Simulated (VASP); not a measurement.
Set up this calculation in VASP 6.6.1, as the native input.

```yaml
Task: electric field gradients
Functional: PBEsol
Potentials_or_basis: VASP PAW PBE potentials, release 64 (Zn, S)
Cutoff: 520 eV
k_mesh: 8 × 8 × 8
Occupations: fermi-dirac, width 0.01 eV
Spin: no spin polarisation
Dipole_correction: no
Further_INCAR_settings: ALGO = Normal; EDIFF = 1e-08; NBANDS = 16
```

The structure of ZnS lies in POSCAR:

```
ZnS
1.0
    0.0540930000      2.7316965000      2.7316965000
    2.7316965000      0.0540930000      2.7316965000
    2.7316965000      2.7316965000      0.0540930000
Zn S
1 1
Direct
    0.0000000000      0.0000000000      0.0000000000
    0.7500000000      0.7500000000      0.7500000000
```

This cell differs from its parent crystal: equal xy, yz and zx shear strains of +2 %.

These files were run (other wordings do the same):

INCAR

```
SYSTEM = ZnS
ALGO = Normal
EDIFF = 1E-8
ENCUT = 520
GGA = PS
ISIF = 2
ISMEAR = -1
LASPH = .TRUE.
LCHARG = .FALSE.
LEFG = .TRUE.
LREAL = .FALSE.
LWAVE = .FALSE.
NBANDS = 16
NELM = 60
PREC = Accurate
SIGMA = 0.01
```

KPOINTS

```
k-points
0
G
  8 8 8
  0 0 0
```

Potentials or basis: VASP PAW PBE potentials, release 64 (Zn, S).

Launch:

```console
$ cat potpaw_PBE.64/Zn/POTCAR potpaw_PBE.64/S/POTCAR > POTCAR
$ mpirun -np 1 vasp_std > vasp.out
```

Results of the run:

```
Pressure               : -1.9 GPa
Largest force          : 0.153 eV/Å
Band gap on the k mesh : 1.92 eV, direct
```

Caveat: the cell differs from its parent crystal (equal xy, yz and zx shear strains of +2 %); without QUAD_EFG the Cq values of the log hold for a quadrupole moment of 1 mb, not for the nuclei; the PAW data sets were made with another functional, which shifts forces and pressure a little.

Run time: 21 s on 1 thread of Intel(R) Xeon(R) 6975P-C (Granite Rapids), with other jobs on the host, peak memory 0.19 GiB.
